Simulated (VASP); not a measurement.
# Ca2AlO2 (P-6m2) in VASP: single point with PBE

Aim: the single point of Ca2AlO2 with PBE.

Program: VASP 6.6.1. These are calculated values, not measurements. Logs are shortened: lines on timing, memory, paths and dates and some standing lists are left out, and cuts for length are marked.

### 1 The cell of the first run

It takes space group P-6m2 (No. 187, hexagonal). The conventional cell has a = 4.258 Å, b = 4.258 Å, c = 5.060 Å, α = 90.00°, β = 90.00°, γ = 120.00°. Ca (site symmetry -6m2) has 2 O at 2.03 Å and 3 Ca at 2.46 Å and 3 Al at 2.46 Å within 2.7 Å. Within 3.2 Å of Ca (site symmetry -6m2) lie 3 Ca at 2.46 Å and 3 Al at 2.46 Å and 6 O at 3.19 Å. Al (site symmetry -6m2) has 6 Ca at 2.46 Å and 6 O at 3.19 Å within 3.2 Å. O (site symmetry 3m) has 1 O at 0.99 Å within 1.3 Å.

The cell was built from a structure type or drawn by symmetry, and may not be a known phase.

### 2 Single point, PBE

Input file INCAR:

```
PREC     = Accurate       # precision mode
ENCUT    = 520            # plane-wave cutoff, eV
EDIFF    = 1E-6           # SCF threshold, eV
ISMEAR   = 0              # smearing method
SIGMA    = 0.1            # smearing width, eV
LREAL    = False          # projectors in reciprocal space
LASPH    = True           # aspherical terms in the spheres
NELM     = 80             # most SCF steps
ALGO     = Normal         # electronic algorithm
ISIF     = 2              # what is computed and relaxed
LWAVE    = False          # write WAVECAR
LCHARG   = False          # write CHGCAR
GGA      = PE             # functional
NBANDS   = 26             # bands
```

Input file KPOINTS:

```
Automatic mesh
0
Gamma
  6 6 4
```

Input file POSCAR:

```
Ca2AlO2
1.0
    4.2578328100      0.0000000000      0.0000000000
   -2.1289164000      3.6873913800      0.0000000000
    0.0000000000      0.0000000000      5.0596096300
Ca Al O
2 1 2
Direct
    0.0000000000      0.0000000000      0.5000000000
    0.3333333300      0.6666666700      0.5000000000
    0.6666666700      0.3333333300      0.5000000000
    0.0000000000      0.0000000000      0.0980680500
    0.0000000000      0.0000000000      0.9019319500
```

Potentials or basis: VASP PAW PBE potentials, release 64 (Ca_sv, Al, O).

Run with:

```
> cat potpaw_PBE.64/Ca_sv/POTCAR potpaw_PBE.64/Al/POTCAR potpaw_PBE.64/O/POTCAR > POTCAR
> mpirun -np 1 vasp_std > vasp.out
```

OUTCAR:

```text
PREC = Accurate
   ENCUT = 520
   EDIFF = 1E-6
   ISMEAR = 0
   LREAL = False
   LASPH = True
   NELM = 80
   ISIF = 2
   GGA = PE

 ion  position               nearest neighbor table
   1  0.000  0.000  0.500-   4 2.03   5 2.03   2 2.46   3 2.46   2 2.46   3 2.46   3 2.46   2 2.46

   2  0.333  0.667  0.500-   1 2.46   3 2.46   3 2.46   1 2.46   1 2.46   3 2.46
   3  0.667  0.333  0.500-   1 2.46   2 2.46   2 2.46   1 2.46   1 2.46   2 2.46
   4  0.000  0.000  0.098-   5 0.99   1 2.03
   5  0.000  0.000  0.902-   4 0.99   1 2.03

  LATTYP: Found a hexagonal cell.
 ALAT       =     4.2578328100
 C/A-ratio  =     1.1883063182

  Lattice vectors:

 A1 = (   4.2578328100,   0.0000000000,   0.0000000000)
 A2 = (  -2.1289164000,   3.6873913800,   0.0000000000)
 A3 = (   0.0000000000,   0.0000000000,   5.0596096300)

Analysis of symmetry for initial positions (statically):
=====================================================================
 Subroutine PRICEL returns:
 Original cell was already a primitive cell.

 Routine SETGRP: Setting up the symmetry group for a
 hexagonal supercell.

 Subroutine GETGRP returns: Found 12 space group operations
 (whereof 12 operations were pure point group operations)
 out of a pool of 24 trial point group operations.

The static configuration has the point symmetry D_3h.

Analysis of symmetry for dynamics (positions and initial velocities):
=====================================================================
 Subroutine PRICEL returns:
 Original cell was already a primitive cell.

 Routine SETGRP: Setting up the symmetry group for a
 hexagonal supercell.

 Subroutine GETGRP returns: Found 12 space group operations
 (whereof 12 operations were pure point group operations)
 out of a pool of 24 trial point group operations.

The dynamic configuration has the point symmetry D_3h.

 Subroutine INISYM returns: Found 12 space group operations
 (whereof 12 operations are pure point group operations),
 and found     1 'primitive' translations

----------------------------------------------------------------------------------------

                                     Primitive cell

  volume of cell :      79.4374

  direct lattice vectors                    reciprocal lattice vectors
     4.257832810  0.000000000  0.000000000     0.234861265  0.135597214  0.000000000
    -2.128916400  3.687391380  0.000000000     0.000000000  0.271194429  0.000000000
     0.000000000  0.000000000  5.059609630     0.000000000  0.000000000  0.197643706

  length of vectors
     4.257832810  4.257832809  5.059609630     0.271194429  0.271194429  0.197643706

  position of ions in fractional coordinates (direct lattice)
     0.000000000  0.000000000  0.500000000
     0.333333330  0.666666670  0.500000000
     0.666666670  0.333333330  0.500000000
     0.000000000  0.000000000  0.098068050
     0.000000000  0.000000000  0.901931950

  ion indices of the primitive-cell ions
   primitive index   ion index
                 1           1
                 2           2
                 3           3
                 4           4
                 5           5

----------------------------------------------------------------------------------------

 KPOINTS: Automatic mesh

Automatic generation of k-mesh.
 Grid dimensions read from file:
 generate k-points for:    6    6    4

 Generating k-lattice:

  Cartesian coordinates                     Fractional coordinates (reciprocal lattice)
     0.039143544  0.022599536  0.000000000     0.166666667 -0.000000000  0.000000000
     0.000000000  0.045199072  0.000000000     0.000000000  0.166666667  0.000000000
     0.000000000  0.000000000  0.049410927     0.000000000  0.000000000  0.250000000

  Length of vectors
     0.045199071  0.045199072  0.049410927

  Shift w.r.t. Gamma in fractional coordinates (k-lattice)
     0.000000000  0.000000000  0.000000000

 Subroutine IBZKPT returns following result:
 ===========================================

 Found     21 irreducible k-points:

 Following reciprocal coordinates:
            Coordinates               Weight
  0.000000  0.000000  0.000000      1.000000
  0.166667 -0.000000  0.000000      6.000000
  0.333333  0.000000  0.000000      6.000000
  0.500000 -0.000000  0.000000      3.000000
  0.166667  0.166667  0.000000      6.000000
  0.333333  0.166667  0.000000     12.000000
[... 13 lines left out ...]
  0.333333  0.166667  0.500000     12.000000
  0.333333  0.333333  0.500000      2.000000
   k-points           NKPTS =     21   k-points in BZ     NKDIM =     21   number of bands    NBANDS=     26
   number of dos      NEDOS =    301   number of ions     NIONS =      5
   total plane-waves  NPLWV =  40960
   dimension x,y,z NGX =    32 NGY =   32 NGZ =   40
   dimension x,y,z NGXF=    64 NGYF=   64 NGZF=   80
   ions per type =               2   1   2
   NGX,Y,Z   is equivalent  to a cutoff of  12.49, 12.49, 13.14 a.u.
   NGXF,Y,Z  is equivalent  to a cutoff of  24.99, 24.99, 26.29 a.u.
 SYSTEM =  unknown system
   PREC   = accura    normal or accurate (medium, high low for compatibility)
   ISTART =      0    job   : 0-new  1-cont  2-samecut
   ICHARG =      2    charge: 1-file 2-atom 10-const
   ISPIN  =      1    spin polarized calculation?
   LNONCOLLINEAR =      F non collinear calculations
   LSORBIT =      F    spin-orbit coupling
   LASPH  =      T    aspherical Exc in radial PAW
   ENCUT  =  520.0 eV  38.22 Ry    6.18 a.u.   7.92  7.92  9.41*2*pi/ulx,y,z
   NELM   =     80;   NELMIN=  2; NELMDL= -5     # of ELM steps
   EDIFF  = 0.1E-05   stopping-criterion for ELM
   LREAL  =      F    real-space projection
   EDIFFG = 0.1E-04   stopping-criterion for IOM
   NSW    =      0    number of steps for IOM
   IBRION =     -1    ionic relax: 0-MD 1-quasi-New 2-CG
   NFREE  =      0    steps in history (QN), initial steepest desc. (CG)
   ISIF   =      2    stress and relaxation
   ISYM   =      2    0-nonsym 1-usesym 2-fastsym
   POTIM  = 0.5000    time-step for ionic-motion
   TEBEG  =    0.0;   TEEND  =   0.0 temperature during run
   PSTRESS=    0.0 pullay stress
   NELECT =      35.0000    total number of electrons
   NUPDOWN=      -1.0000    fix difference up-down
   EMIN   =  10.00;   EMAX   =-10.00  energy-range for DOS
   EFERMI =   0.00;   METHOD = LEGACY
   ISMEAR =     0;   SIGMA  =   0.10  broadening in eV -4-tet -1-fermi 0-gaus
   EFERMI_NEDOS =   21; number of points for ismear=-14 and -15
   IALGO  =     38    algorithm
   IMIX   =      4    mixing-type and parameters
     AMIX     =   0.40;   BMIX     =  1.00
     AMIX_MAG =   1.60;   BMIX_MAG =  1.00
  volume/ion in A,a.u.               =      15.89       107.21
  Fermi-wavevector in a.u.,A,eV,Ry     =   1.245726  2.354081 21.113977  1.551834
  Thomas-Fermi vector in A             =   2.379935
   LORBIT       =      0    0 simple, 1 ext, 2 COOP (PROOUT), +10 PAW based schemes
   GGA     = PE    functional components
   LHFCALC =     F    Hartree Fock is set to
   AEXX    =    0.0000 exact exchange contribution
   IVDW    =     0    specifies the selected vdW correction
   LEPSILON=     F    determine dielectric tensor
   LRPA    =     F    only Hartree local field effects (RPA)
 non-spin polarized calculation
 Gauss-broadening in eV      SIGMA  =   0.10
  energy-cutoff  :      520.00
  volume of cell :       79.44
 maximum number of plane-waves:      2160
 NGX is ok and might be reduce to    32
   NGX = 15   NGY = 15   NGZ = 19

 number of electron      34.9999999 magnetization

 Free energy of the ion-electron system (eV)
  ---------------------------------------------------
  ext. energy  EPLUGINS =         0.00000000
  ---------------------------------------------------
  free energy    TOTEN  =        -5.11949826 eV

  energy without entropy =       -5.10496286  energy(sigma->0) =       -5.11223056

 E-fermi :   5.0203     XC(G=0):  -9.5217

 val. band max:        4.9727442388   @ k =   0.5000  -0.0000   0.0000
 cond. band min:       5.0240321105   @ k =   0.1667   0.1667   0.0000
 fundamental gap:      0.0512878717
 Fermi energy:         5.0202792394

 k-point     1 :       0.0000    0.0000    0.0000
  band No.  band energies     occupation
      1     -35.9580      2.00000
      2     -34.3132      2.00000
      3     -29.6423      2.00000
      4     -17.7877      2.00000
      5     -17.7877      2.00000
      6     -17.1037      2.00000
[... 18 lines left out ...]
     25      10.6689      0.00000
     26      10.6689      0.00000

 k-point     2 :       0.1667   -0.0000    0.0000
  band No.  band energies     occupation
      1     -35.9177      2.00000
      2     -34.3641      2.00000
      3     -29.6416      2.00000
      4     -17.8583      2.00000
      5     -17.7117      2.00000
      6     -17.0569      2.00000
[... 18 lines left out ...]
     25      11.0845      0.00000
     26      11.2733      0.00000

 k-point     3 :       0.3333    0.0000    0.0000
  band No.  band energies     occupation
      1     -35.8287      2.00000
      2     -34.4741      2.00000
      3     -29.6402      2.00000
      4     -17.9855      2.00000
      5     -17.5609      2.00000
      6     -16.9424      2.00000
[... 18 lines left out ...]
     25      10.7969      0.00000
     26      11.5106      0.00000

 k-point     4 :       0.5000   -0.0000    0.0000
  band No.  band energies     occupation
      1     -35.7785      2.00000
      2     -34.5346      2.00000
      3     -29.6398      2.00000
      4     -18.0434      2.00000
      5     -17.4868      2.00000
      6     -16.8649      2.00000
[... 18 lines left out ...]
     25      10.3960      0.00000
     26      10.4711      0.00000

 k-point     5 :       0.1667    0.1667    0.0000
  band No.  band energies     occupation
      1     -35.8522      2.00000
      2     -34.4453      2.00000
      3     -29.6404      2.00000
      4     -17.9970      2.00000
      5     -17.5404      2.00000
      6     -16.9747      2.00000
[... 18 lines left out ...]
     25      10.6355      0.00000
     26      11.8022      0.00000

 k-point     6 :       0.3333    0.1667    0.0000
  band No.  band energies     occupation
      1     -35.7787      2.00000
      2     -34.5344      2.00000
      3     -29.6395      2.00000
      4     -18.1358      2.00000
      5     -17.3239      2.00000
      6     -16.8651      2.00000
[... 340 lines left out ...]
 k-point    18 :       0.5000   -0.0000    0.5000
  band No.  band energies     occupation
      1     -35.7783      2.00000
      2     -34.5284      2.00000
      3     -29.6655      2.00000
      4     -18.0409      2.00000
      5     -17.4849      2.00000
      6     -16.8463      2.00000
[... 18 lines left out ...]
     25      10.4369      0.00000
     26      10.7453      0.00000

 k-point    19 :       0.1667    0.1667    0.5000
  band No.  band energies     occupation
      1     -35.8516      2.00000
      2     -34.4394      2.00000
      3     -29.6667      2.00000
      4     -17.9945      2.00000
      5     -17.5388      2.00000
      6     -16.9164      2.00000
[... 18 lines left out ...]
     25      10.0621      0.00000
     26      11.1110      0.00000

 k-point    20 :       0.3333    0.1667    0.5000
  band No.  band energies     occupation
      1     -35.7785      2.00000
      2     -34.5281      2.00000
      3     -29.6656      2.00000
      4     -18.1330      2.00000
      5     -17.3227      2.00000
      6     -16.8464      2.00000
[... 18 lines left out ...]
     25      10.0255      0.00000
     26      10.1885      0.00000

 k-point    21 :       0.3333    0.3333    0.5000
  band No.  band energies     occupation
      1     -35.7519      2.00000
      2     -34.5598      2.00000
      3     -29.6653      2.00000
      4     -18.2296      2.00000
      5     -17.1034      2.00000
      6     -16.8202      2.00000
[... 18 lines left out ...]
     25       9.1070      0.00000
     26       9.7040      0.00000

------------------------ aborting loop because EDIFF is reached ----------------------------------------

  FORCE on cell =-STRESS in cart. coord.  units (eV):
  Direction    XX          YY          ZZ          XY          YZ          ZX
  --------------------------------------------------------------------------------------
  -------------------------------------------------------------------------------------
  Total       28.8676523     28.8676523     55.0057892      0.0000000     -0.0000000      0.0000000
  in kB      582.2335105    582.2335110   1109.4152502      0.0000008     -0.0000000      0.0000000
  external PRESSURE =     757.9607572 kB  Pullay stress =       0.0000000 kB

 VOLUME and BASIS-vectors are now :
 -----------------------------------------------------------------------------
  energy-cutoff  :      520.00
  volume of cell :       79.44
      direct lattice vectors                 reciprocal lattice vectors
     4.257832810  0.000000000  0.000000000     0.234861265  0.135597214  0.000000000
    -2.128916400  3.687391380  0.000000000     0.000000000  0.271194429  0.000000000
     0.000000000  0.000000000  5.059609630     0.000000000  0.000000000  0.197643706

 POSITION                                       TOTAL-FORCE (eV/Angst)
 -----------------------------------------------------------------------------------
      0.00000      0.00000      2.52980         0.000000     -0.000000      0.000000
     -0.00000      2.45826      2.52980        -0.000000      0.000000      0.000000
      2.12892      1.22913      2.52980        -0.000000      0.000000      0.000000
      0.00000      0.00000      0.49619        -0.000000      0.000000     48.120050
      0.00000      0.00000      4.56342        -0.000000      0.000000    -48.120050
 -----------------------------------------------------------------------------------
    total drift:                                0.000019     -0.000011     -0.000000

  FREE ENERGIE OF THE ION-ELECTRON SYSTEM (eV)
  ---------------------------------------------------
  free  energy   TOTEN  =        -5.1194982595 eV

  energy  without entropy=       -5.1049628606  energy(sigma->0) =       -5.11223056
```

Wall time 38 s (1 thread of AMD EPYC 7R43 (Zen 3), shared host); peak memory 0.17 GiB.

What came out:

* Free energy: -5.1195 eV
* Pressure: 75.8 GPa
* Largest force: 48.120 eV/Å
* Band gap on the k mesh: zero (an odd number of electrons rules out a gap without spin polarisation)

Forces in eV/Å, atoms in the order of the input:
```
Ca    0.000   0.000   0.000
Ca    0.000   0.000   0.000
Al    0.000   0.000   0.000
O     0.000   0.000  48.120
O     0.000   0.000 -48.120
```

Levels at points of the mesh, in eV from the Fermi level:
| k point | band 16 | band 17 | band 18 | band 19 | band 20 | band 21 |
| --- | --- | --- | --- | --- | --- | --- |
| (0.00, 0.00, 0.00) | -1.27 | -0.42 | -0.42 | 1.00 | 1.15 | 2.94 |
| (0.50, 0.00, 0.00) | -1.68 | -0.63 | -0.05 | 1.25 | 1.28 | 2.31 |
| (0.00, 0.00, 0.50) | -0.85 | -0.55 | 0.17 | 0.17 | 2.17 | 2.17 |
| (0.50, 0.00, 0.50) | -0.97 | -0.72 | 0.10 | 0.24 | 1.08 | 1.84 |

Caveat: the standard files for N, O and F lose accuracy on very short bonds; the cell stands under pressure; an odd number of electrons without spin polarisation forces a metal; a magnetic or distorted state may lie lower.
